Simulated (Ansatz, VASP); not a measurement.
## Two plane-wave programs on TaN

```
Ta N
1.0
     5.18500    0.00000    0.00000
    -2.59250    4.49034    0.00000
     0.00000    0.00000    2.90800
Ta N
3 3
Cartesian
  0.0000 0.0000 0.0000
  0.0000 2.9936 1.4540
  2.5925 1.4968 1.4540
  2.5925 0.0000 0.0000
  1.2963 2.2452 0.0000
  -1.2963 2.2452 0.0000
```

Alike in both runs: task single point; functional LDA; k mesh 4 × 4 × 7; occupations gaussian, width 0.05 eV; collinear spin; Hubbard terms Ta d U = 4.0 eV.

```csv
,VASP,Ansatz
version,VASP 6.6.1,Ansatz 0.2.0
potentials or method,"VASP PAW LDA potentials, release 64 (Ta_sv_GW, N), cutoff 700 eV","scalar-relativistic, plane waves, PAW"
valence electrons in the cell,54,54
```

VASP gave:

* gap on the k mesh at the Fermi level (eV): none
* pressure (GPa): 8.6
* traceless stress, the component that is largest in VASP (GPa): 1.17
* net moment per atom (μB): 0.00

Question: Estimate Ansatz's values.

Answer: gap on the k mesh at the Fermi level (eV): none; pressure (GPa): -1.2; traceless stress, the component that is largest in VASP (GPa): -3.45; net moment per atom (μB): 0.00.

LDA's correlation is that of Perdew and Zunger in VASP and of Perdew and Wang (1992) in Ansatz. The programs project onto different local orbitals, so the same U acts differently, and such runs can settle in different states. A gap of «none» marks a metal or a gap that the smearing closes. Ansatz's warnings: filled band counts differ across k points, seeded moment not kept.

Spin-orbit coupling is off throughout.
